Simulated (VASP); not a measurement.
Wanted: the native input for a VASP 6.6.1 run.

```
Task                   : single point
Functional             : PBE
Potentials or basis    : VASP PAW PBE potentials, release 64 (Sn_d, Te)
Cutoff                 : 520 eV
k mesh                 : 10 × 10 × 10
Occupations            : gaussian, width 0.1 eV
Spin                   : no spin polarisation
Dipole correction      : no
Further INCAR settings : ALGO = Normal; EDIFF = 1e-07; NBANDS = 24
```

The structure of SnTe3 lies in POSCAR:

```
SnTe3
1.0
    0.0000000000      3.8612190000      3.8612190000
    3.8612190000      0.0000000000      3.8612190000
    3.8612190000      3.8612190000      0.0000000000
Sn Te
1 3
Direct
    0.0000000000      0.0000000000      0.0000000000
    0.2500000000      0.2500000000      0.2500000000
    0.7500000000      0.7500000000      0.7500000000
    0.5000000000      0.5000000000      0.5000000000
```

One way to write it, as run:

INCAR

```
  ALGO = Normal
  EDIFF = 1E-7
  ENCUT = 520
  GGA = PE
  ISIF = 2
  ISMEAR = 0
  LASPH = T
  LCHARG = F
  LREAL = F
  LWAVE = F
  NBANDS = 24
  NELM = 100
  PREC = Accurate
  SIGMA = 0.1
```

KPOINTS

```
k-points
0
Gamma
  10 10 10
```

Potentials or basis: VASP PAW PBE potentials, release 64 (Sn_d, Te).

Launch:

```sh
$ cat potpaw_PBE.64/Sn_d/POTCAR potpaw_PBE.64/Te/POTCAR > POTCAR
$ mpirun -np 1 vasp_std > vasp.out
```

Results of the run:

```yaml
Pressure: -0.1 GPa
Band_gap_on_the_k_mesh: zero (band 16 reaches 8.11 eV, above the bottom of band 17 at 5.88 eV)
```

Caveat: spin-orbit coupling is left out, which moves the levels of the heavy elements.

Wall time 120 s on 1 thread of AMD EPYC 7R43 64-Core Processor (Zen 3), on a shared host, peak memory 0.29 GiB.
